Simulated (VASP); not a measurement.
Input of a VASP 6.6.1 run:

Contents of INCAR:

```
PREC     = Accurate       # precision mode
ENCUT    = 500            # plane-wave cutoff, eV
EDIFF    = 1E-6           # SCF threshold, eV
ISMEAR   = 0              # smearing method
SIGMA    = 0.1            # smearing width, eV
LREAL    = F              # projectors in reciprocal space
LASPH    = T              # aspherical terms in the spheres
NELM     = 120            # most SCF steps
ALGO     = Normal         # electronic algorithm
ISIF     = 2              # what is computed and relaxed
LWAVE    = F              # write WAVECAR
LCHARG   = T              # write CHGCAR
GGA      = CA             # functional
LELF     = T              # ELF
LVHAR    = T            
NBANDS   = 45             # bands
GGA_COMPAT= F
```

KPOINTS

```
Automatic mesh
0
Gamma
  8 8 8
```

File POSCAR:

```
Zr
1.0
   -2.4631691416      4.2627564725      3.0807420353
    2.4631691416     -4.2627564725      3.0807420353
    2.4631691416      4.2627564725     -3.0807420353
Zr
6
Direct
    0.2500000000      0.2500000000      0.0000000000
    0.7500000000      0.7500000000      0.0000000000
    0.3335679820     -0.0000214255      0.3335465566
    0.8335679820      0.5000214255      0.3335894075
    0.6664320180      1.0000214255      0.6664534434
    0.1664320180      0.4999785745      0.6664105925
```

Potentials or basis: VASP PAW LDA potentials, release 64 (Zr_sv).

Command:

```sh
$ cat potpaw_LDA.64/Zr_sv/POTCAR > POTCAR
$ mpirun -np 1 vasp_std > vasp.out
```

Predict the pressure.

0.1 GPa.

Predict the band gap on the k mesh.

zero (bands 36 and 37 overlap by 0.64 eV).
